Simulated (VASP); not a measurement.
Input of a VASP 6.6.1 run:

The input INCAR:

```
PREC = Accurate
ENCUT = 600
EDIFF = 1E-7
ISMEAR = 0
SIGMA = 0.1
LREAL = F
LASPH = T
NELM = 80
ALGO = Normal
ISIF = 3
LWAVE = F
LCHARG = F
GGA = PS
IBRION = 2
NSW = 80
EDIFFG = -0.01
```

File KPOINTS:

```
Automatic mesh
0
Gamma
  12 12 12
```

The input POSCAR:

```
Sr
1.0
   -2.5560805480      2.5560805480      2.5560805480
    2.5560805480     -2.5560805480      2.5560805480
    2.5560805480      2.5560805480     -2.5560805480
Sr
1
Direct
    0.0000000000      0.0000000000      0.0000000000
```

Potentials or basis: VASP PAW PBE potentials, release 64 (Sr_sv).

Command:

```console
$ cat potpaw_PBE.64/Sr_sv/POTCAR > POTCAR
$ mpirun -np 1 vasp_std > vasp.out
```

What does it give for the band gap on the k mesh?

Zero (bands 5 and 6 overlap by 0.60 eV).

What does it give for the relaxed cell?

a = 4.048 Å, b = 4.048 Å, c = 4.048 Å, α = 109.47°, β = 109.47°, γ = 109.47°.

Predict the space group after relaxing (to 0.1 Å).

Im-3m (No. 229).

Final structure:
```yaml
crystal:
  lattice:
    - [-2.33706, 2.33706, 2.33706]
    - [2.33706, -2.33706, 2.33706]
    - [2.33706, 2.33706, -2.33706]
  atoms:
    - { symbol: Sr, position: [0.00000, 0.00000, 0.00000] }
```
